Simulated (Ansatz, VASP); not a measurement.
**HfC in VASP and in Ansatz**

INCAR

```
SYSTEM = HfC
ALGO = Normal
EDIFF = 1E-8
ENCUT = 520
GGA = CA
ISIF = 2
ISMEAR = -1
LASPH = .True.
LCHARG = .False.
LEFG = .True.
LREAL = .False.
LWAVE = .False.
NBANDS = 14
NELM = 60
PREC = Accurate
SIGMA = 0.05
```

File KPOINTS:

```
k-points
0
Gamma
  12 12 12
  0 0 0
```

POSCAR

```
HfC
1.0
    0.0000000000      2.2785000000      2.3250000000
    2.2785000000      0.0000000000      2.3250000000
    2.2785000000      2.2785000000      0.0000000000
Hf C
1 1
Direct
    0.5000000000      0.5000000000      0.5000000000
    0.0000000000      0.0000000000      0.0000000000
```

Input for Ansatz:

```yaml
crystal:
  lattice:
    - [0.0, 2.2785, 2.325]
    - [2.2785, 0.0, 2.325]
    - [2.2785, 2.2785, 0.0]
  atoms:
    - { symbol: Hf, position: [0.5, 0.5, 0.5] }
    - { symbol: C, position: [0.0, 0.0, 0.0] }
kpoints:
  mp_grid: { grid: [12, 12, 12] }
scf:
  occupations: { method: fermi_dirac, width: 0.05 }
hamiltonian:
  xc: lda
  pseudopotentials: { kind: all_electron, datasets: crystal }
output:
  forces: true
  stress: true
  eigenvalues: true
  efg: { contact_densities: true }
```

Change from the starting cell: equal xx and yy strain of -2 %, crystal datasets.

Alike in both runs: task electric field gradients; functional LDA; k mesh 12 × 12 × 12; occupations fermi-dirac, width 0.05 eV; no spin polarisation.

```csv
,VASP,Ansatz
version,VASP 6.6.1,Ansatz 0.2.0
potentials or method,"VASP PAW LDA potentials, release 64 (Hf_pv, C), cutoff 520 eV","all-electron PAW with datasets made for the crystal, scalar-relativistic"
```

|  | VASP | Ansatz | Ansatz less VASP |
| --- | --- | --- | --- |
| pressure (GPa) | -1.7 | -2.2 | -0.49 |
| traceless stress, the component that is largest in VASP (GPa) | -6.02 | -5.87 | +0.143 |
| size of Vzz on the site where it differs most (V/Å²) | 68.0 | 79.4 | +11.42 |

LDA's correlation is that of Perdew and Zunger in VASP and of Perdew and Wang (1992) in Ansatz. Ansatz ran all-electron here, and VASP with PAW potentials.

Spin-orbit coupling is off throughout.
